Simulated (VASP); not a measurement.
Crystal: ErBe.

```
Er Be
1.0
     2.72172    0.00000    0.00000
     0.00000    2.72172    0.00000
     0.00000    0.00000    4.23311
Er Be
1 1
Direct
  0.00000 0.00000 0.50000
  0.00000 0.00000 0.00000
```

The cell was generated, and may not be a known phase.

| Quantity | Value |
| --- | --- |
| Program | VASP 6.6.1 |
| Task | relaxation of cell and atoms |
| Functional | PBE |
| Potentials or basis | VASP PAW PBE potentials, release 64 (Er_3, Be), 4f in core |
| Cutoff | 600 eV |
| k mesh | 7 × 7 × 5 |
| Occupations | gaussian, width 0.2 eV |
| Spin | no spin polarisation |

At the start: pressure 32.4 GPa; volume 15.68 Å³/atom.

Task: How do energy, volume and symmetry change on relaxing?

Result: Over 9 steps the energy falls by 1006.3 meV/atom and the volume is 24.12 Å³/atom (+53.9 %); space group P4/mmm (No. 123, to 0.1 Å) before and after.

The path:
```
step  energy change (eV)  largest force (eV/Å)  pressure (GPa)  volume (Å³)
   1              0.0000                0.0000           32.39        31.36
   2             -1.9723                0.0000            0.69        46.88
   3             -1.9792                0.0000            2.57        44.44
   4             -1.9833                0.0000            1.85        45.28
   5             -1.9827                0.0000            2.10        44.99
   6             -2.0086                0.0000            0.83        46.84
   7             -2.0119                0.0000            0.23        47.98
   8             -2.0119                0.0000            0.27        47.88
   9             -2.0126                0.0000            0.01        48.25
```

Final structure:
```
Er Be
1.0
     2.92988    0.00000    0.00000
     0.00000    2.92988    0.00000
     0.00000    0.00000    5.62074
Er Be
1 1
Direct
  0.00000 0.00000 0.50000
  0.00000 0.00000 0.00000
```

Caveat: the volume moved by over 15 % at a fixed basis, so the end points are rough.
